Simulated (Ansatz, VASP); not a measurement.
## Al in VASP and in Ansatz

```xyz
3
Lattice="4.3285 0.0000 0.0000 -2.1643 3.7486 0.0000 0.0000 0.0000 2.6845" Properties=species:S:1:pos:R:3 pbc="T T T"
Al    2.1643    3.7486    0.0000
Al    0.0000    2.4991    1.3422
Al    2.1643    1.2495    1.3422
```

Alike in both runs: task single point; functional r2SCAN; k mesh 9 × 9 × 13; occupations fermi-dirac, width 0.1 eV; no spin polarisation.

|  | VASP | Ansatz |
| --- | --- | --- |
| version | VASP 6.6.1 | Ansatz 0.2.0 |
| potentials or method | VASP PAW PBE potentials, release 64 (Al), cutoff 520 eV | plane waves (500 eV) with PAW, scalar-relativistic |
| valence electrons in the cell | 9 | 9 |

|  | VASP | Ansatz | Ansatz less VASP |
| --- | --- | --- | --- |
| pressure (GPa) | 13.2 | 13.6 | +0.40 |
| traceless stress, the component that is largest in VASP (GPa) | -3.25 | -3.27 | -0.018 |

VASP's potentials were made for PBE, not for r2SCAN.
